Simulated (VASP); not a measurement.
# Pt (Fd-3m) in VASP: notebook

Pt is run at these levels: PBE; tasks: single point.

All numbers are computed with VASP 6.6.1; they aren't measurements. Logs are shortened: lines on timing, memory, paths and dates and some standing lists are left out, and cuts for length are marked.

### 1 The cell of the first run

Symmetry: Fd-3m, No. 227, cubic system. Conventional cell: a = 5.702 Å, b = 5.702 Å, c = 5.702 Å, α = 90.00°, β = 90.00°, γ = 90.00°. Within 3.3 Å of Pt (site symmetry -43m) lie 4 Pt at 2.47 Å.

This isn't the form of Pt at room conditions, which is fcc.

### 2 Single point, PBE (23.17 Å³/atom)

INCAR reads:

```
ALGO = Normal
EDIFF = 1E-6
ENCUT = 520
GGA = PE
ISIF = 2
ISMEAR = -1
LASPH = T
LCHARG = F
LREAL = F
LWAVE = F
NBANDS = 17
NELM = 80
PREC = Accurate
SIGMA = 0.1
```

KPOINTS reads:

```
k-points
0
Gamma
  11 11 11
```

POSCAR reads:

```
Pt
1.0
    0.0000000000      2.8508257085      2.8508257085
    2.8508257085      0.0000000000      2.8508257085
    2.8508257085      2.8508257085      0.0000000000
Pt
2
Direct
    0.1250000000      0.1250000000      0.1250000000
    0.8750000000      0.8750000000      0.8750000000
```

Potentials or basis: VASP PAW PBE potentials, release 64 (Pt).

Run with:

```bash
cat potpaw_PBE.64/Pt/POTCAR > POTCAR
mpirun -np 1 vasp_std > vasp.out
```

OUTCAR:

```text
EDIFF = 1E-6
   ENCUT = 520
   GGA = PE
   ISIF = 2
   ISMEAR = -1
   LASPH = T
   LREAL = F
   NELM = 80
   PREC = Accurate

 ion  position               nearest neighbor table
   1  0.125  0.125  0.125-   2 2.47   2 2.47   2 2.47   2 2.47
   2  0.875  0.875  0.875-   1 2.47   1 2.47   1 2.47   1 2.47

  LATTYP: Found a face centered cubic cell.
 ALAT       =     5.7016514170

  Lattice vectors:

 A1 = (   0.0000000000,   2.8508257085,   2.8508257085)
 A2 = (   2.8508257085,   0.0000000000,   2.8508257085)
 A3 = (   2.8508257085,   2.8508257085,   0.0000000000)

Analysis of symmetry for initial positions (statically):
=====================================================================
 Subroutine PRICEL returns:
 Original cell was already a primitive cell.

 Routine SETGRP: Setting up the symmetry group for a
 face centered cubic supercell.

 Subroutine GETGRP returns: Found 48 space group operations
 (whereof 12 operations were pure point group operations)
 out of a pool of 48 trial point group operations.

The static configuration has the point symmetry D_3d.
 The point group associated with its full space group is O_h .

Analysis of symmetry for dynamics (positions and initial velocities):
=====================================================================
 Subroutine PRICEL returns:
 Original cell was already a primitive cell.

 Routine SETGRP: Setting up the symmetry group for a
 face centered cubic supercell.

 Subroutine GETGRP returns: Found 48 space group operations
 (whereof 12 operations were pure point group operations)
 out of a pool of 48 trial point group operations.

The dynamic configuration has the point symmetry D_3d.
 The point group associated with its full space group is O_h .

 Subroutine INISYM returns: Found 48 space group operations
 (whereof 12 operations are pure point group operations),
 and found     1 'primitive' translations

----------------------------------------------------------------------------------------

                                     Primitive cell

  volume of cell :      46.3385

  direct lattice vectors                    reciprocal lattice vectors
     0.000000000  2.850825708  2.850825708    -0.175387783  0.175387783  0.175387783
     2.850825708  0.000000000  2.850825708     0.175387783 -0.175387783  0.175387783
     2.850825708  2.850825708  0.000000000     0.175387783  0.175387783 -0.175387783

  length of vectors
[... 80 lines left out ...]
   ENCUT  =  520.0 eV  38.22 Ry    6.18 a.u.   7.50  7.50  7.50*2*pi/ulx,y,z
   NELM   =     80;   NELMIN=  2; NELMDL= -5     # of ELM steps
   EDIFF  = 0.1E-05   stopping-criterion for ELM
   LREAL  =      F    real-space projection
   EDIFFG = 0.1E-04   stopping-criterion for IOM
   NSW    =      0    number of steps for IOM
   IBRION =     -1    ionic relax: 0-MD 1-quasi-New 2-CG
   NFREE  =      0    steps in history (QN), initial steepest desc. (CG)
   ISIF   =      2    stress and relaxation
   ISYM   =      2    0-nonsym 1-usesym 2-fastsym
   POTIM  = 0.5000    time-step for ionic-motion
   TEBEG  =    0.0;   TEEND  =   0.0 temperature during run
   PSTRESS=    0.0 pullay stress
   NELECT =      20.0000    total number of electrons
   NUPDOWN=      -1.0000    fix difference up-down
   EMIN   =  10.00;   EMAX   =-10.00  energy-range for DOS
   EFERMI =   0.00;   METHOD = LEGACY
   ISMEAR =    -1;   SIGMA  =   0.10  broadening in eV -4-tet -1-fermi 0-gaus
   EFERMI_NEDOS =   21; number of points for ismear=-14 and -15
   IALGO  =     38    algorithm
   IMIX   =      4    mixing-type and parameters
     AMIX     =   0.40;   BMIX     =  1.00
     AMIX_MAG =   1.60;   BMIX_MAG =  1.00
  volume/ion in A,a.u.               =      23.17       156.35
  Fermi-wavevector in a.u.,A,eV,Ry     =   1.237193  2.337956 20.825714  1.530647
  Thomas-Fermi vector in A             =   2.371770
   LORBIT       =      0    0 simple, 1 ext, 2 COOP (PROOUT), +10 PAW based schemes
   GGA     = PE    functional components
   LHFCALC =     F    Hartree Fock is set to
   AEXX    =    0.0000 exact exchange contribution
   IVDW    =     0    specifies the selected vdW correction
   LEPSILON=     F    determine dielectric tensor
   LRPA    =     F    only Hartree local field effects (RPA)
 non-spin polarized calculation
  energy-cutoff  :      520.00
  volume of cell :       46.34
 maximum number of plane-waves:      1267
 NGX is ok and might be reduce to    30
   NGX = 15   NGY = 15   NGZ = 15

 number of electron      20.0000001 magnetization

 Free energy of the ion-electron system (eV)
  ---------------------------------------------------
  ext. energy  EPLUGINS =         0.00000000
  ---------------------------------------------------
  free energy    TOTEN  =       -10.11520519 eV

  energy without entropy =       -9.96646739  energy(sigma->0) =      -10.04083629

 E-fermi :   5.5165     XC(G=0): -10.6373

 val. band max:        5.5075351669   @ k =  -0.3636   0.3636   0.0909
 cond. band min:       5.5170948305   @ k =  -0.3636   0.1818   0.0000
 fundamental gap:      0.0095596636
 Fermi energy:         5.5164935832

 k-point     1 :       0.0000    0.0000    0.0000
  band No.  band energies     occupation
      1      -1.7451      2.00000
      2       0.8299      2.00000
      3       0.8299      2.00000
      4       1.0143      2.00000
      5       1.0143      2.00000
      6       1.0143      2.00000
[... 457 lines left out ...]
      4       0.8829      2.00000
      5       1.2428      2.00000
      6       1.8502      2.00000
[... 9 lines left out ...]
     16      17.9368      0.00000
     17      18.4532      0.00000

 [... further k-points ...]

------------------------ aborting loop because EDIFF is reached ----------------------------------------

  FORCE on cell =-STRESS in cart. coord.  units (eV):
  Direction    XX          YY          ZZ          XY          YZ          ZX
  --------------------------------------------------------------------------------------
  -------------------------------------------------------------------------------------
  Total        1.3619829      1.3619829      1.3619829     -0.0000000      0.0000000     -0.0000000
  in kB       47.0912521     47.0912521     47.0912521     -0.0000000      0.0000000     -0.0000000
  external PRESSURE =      47.0912521 kB  Pullay stress =       0.0000000 kB

 VOLUME and BASIS-vectors are now :
 -----------------------------------------------------------------------------
  energy-cutoff  :      520.00
  volume of cell :       46.34
      direct lattice vectors                 reciprocal lattice vectors
     0.000000000  2.850825708  2.850825708    -0.175387783  0.175387783  0.175387783
     2.850825708  0.000000000  2.850825708     0.175387783 -0.175387783  0.175387783
     2.850825708  2.850825708  0.000000000     0.175387783  0.175387783 -0.175387783

 POSITION                                       TOTAL-FORCE (eV/Angst)
 -----------------------------------------------------------------------------------
      0.71271      0.71271      0.71271        -0.000000     -0.000000     -0.000000
      4.98894      4.98894      4.98894         0.000000      0.000000      0.000000
 -----------------------------------------------------------------------------------
    total drift:                               -0.000000      0.000000      0.000000

  FREE ENERGIE OF THE ION-ELECTRON SYSTEM (eV)
  ---------------------------------------------------
  free  energy   TOTEN  =       -10.1152051896 eV

  energy  without entropy=       -9.9664673864  energy(sigma->0) =      -10.04083629
```

OSZICAR:

```text
N       E                     dE             d eps       ncg     rms          rms(c)
DAV:   1     0.946967749100E+02    0.94697E+02   -0.97785E+03  1904   0.107E+03
DAV:   2    -0.890131386749E+01   -0.10360E+03   -0.98089E+02  2163   0.219E+02
DAV:   3    -0.108382618558E+02   -0.19369E+01   -0.19166E+01  2398   0.298E+01
DAV:   4    -0.108525734077E+02   -0.14312E-01   -0.14310E-01  2189   0.265E+00
DAV:   5    -0.108528238428E+02   -0.25044E-03   -0.25043E-03  2412   0.368E-01    0.135E+01
DAV:   6    -0.101655214453E+02    0.68730E+00   -0.19005E+00  2218   0.997E+00    0.803E+00
DAV:   7    -0.101250013815E+02    0.40520E-01   -0.58453E-02  2249   0.170E+00    0.392E+00
DAV:   8    -0.101152004450E+02    0.98009E-02   -0.82148E-03  2010   0.555E-01    0.146E-01
DAV:   9    -0.101151872051E+02    0.13240E-04   -0.37326E-04  2206   0.135E-01    0.718E-02
DAV:  10    -0.101152055746E+02   -0.18370E-04   -0.36583E-05  2350   0.435E-02    0.100E-02
DAV:  11    -0.101152051896E+02    0.38505E-06   -0.32319E-07  1526   0.418E-03
   1 F= -.10115205E+02 E0= -.10040836E+02  d E =-.148738E+00
```

stdout:

```text
POSCAR found type information on POSCAR Pt
 POSCAR found :  1 types and       2 ions
 scaLAPACK will be used
 LDA part: xc-table for (Slater+PW92), standard interpolation
 POSCAR, INCAR and KPOINTS ok, starting setup
 FFT: planning ... GRIDC
 FFT: planning ... GRID_SOFT
 FFT: planning ... GRID
 WAVECAR not read
 entering main loop
```

It took 44 s on 1 thread of Intel Xeon 8259CL, shared host; peak memory 0.19 GiB.

Results:

```
Free energy            : -10.1152 eV
Pressure               : 4.7 GPa
Band gap on the k mesh : zero (bands 10 and 11 overlap by 0.63 eV)
```

Caveat: the cell stands under pressure; spin-orbit coupling is left out, which moves the levels of the heavy elements.

[end of part 1 of 2]
